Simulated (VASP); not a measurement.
Input of a VASP 6.6.1 run:

Contents of POSCAR:

```
Si3Ge
1.0
    3.9123760691      0.0000000000      0.0000000000
    0.0000000000      3.9123760691      0.0000000000
    0.0000000000      0.0000000000      5.5320638552
Si Ge
3 1
Direct
    0.0000000000      0.5000000000      0.7441286147
    0.5000000000      0.0000000000      0.2558713853
    0.5000000000      0.5000000000      0.5000000000
    0.0000000000      0.0000000000      0.0000000000
```

Contents of INCAR.step1:

```
SYSTEM = Si3Ge
PREC = Accurate ; ENCUT = 550
ISMEAR = 0 ; SIGMA = 0.02
LREAL = .False. ; LASPH = .True.
NELM = 120 ; NBANDS = 21
GGA = PE ; ALGO = Normal
EDIFF = 1E-5 ; LWAVE = .True.
LCHARG = .False. ; GGA_COMPAT = .False.
```

Contents of INCAR.step2:

```
SYSTEM = Si3Ge
PREC = Accurate ; ENCUT = 550
EDIFF = 1E-6 ; ISMEAR = 0
SIGMA = 0.02 ; LREAL = .False.
LASPH = .True. ; NELM = 120
ALGO = Normal ; ISIF = 2
LWAVE = .False. ; LCHARG = .False.
METAGGA = R2SCAN ; LMIXTAU = .True.
NBANDS = 21 ; ISTART = 1
GGA_COMPAT = .False.
```

The input KPOINTS:

```
Automatic mesh
0
Gamma
  10 10 6
  0 0 0
```

Potentials or basis: VASP PAW PBE potentials, release 64 (Si, Ge_d).

Run with:

```console
$ cat potpaw_PBE.64/Si/POTCAR potpaw_PBE.64/Ge_d/POTCAR > POTCAR
$ cp INCAR.step1 INCAR
$ mpirun -np 1 vasp_std > vasp.out
$ cp INCAR.step2 INCAR
$ mpirun -np 1 vasp_std > vasp.out
```

(1) Estimate the largest force.

(2) Predict the pressure.

(3) What does it give for the band gap on the k mesh?

Answers

(1) 0.071 eV/Å.

(2) -2.0 GPa.

(3) 0.57 eV (least direct gap 0.89 eV).

Caveat: the PAW data sets were made with another functional, which shifts forces and pressure a little.
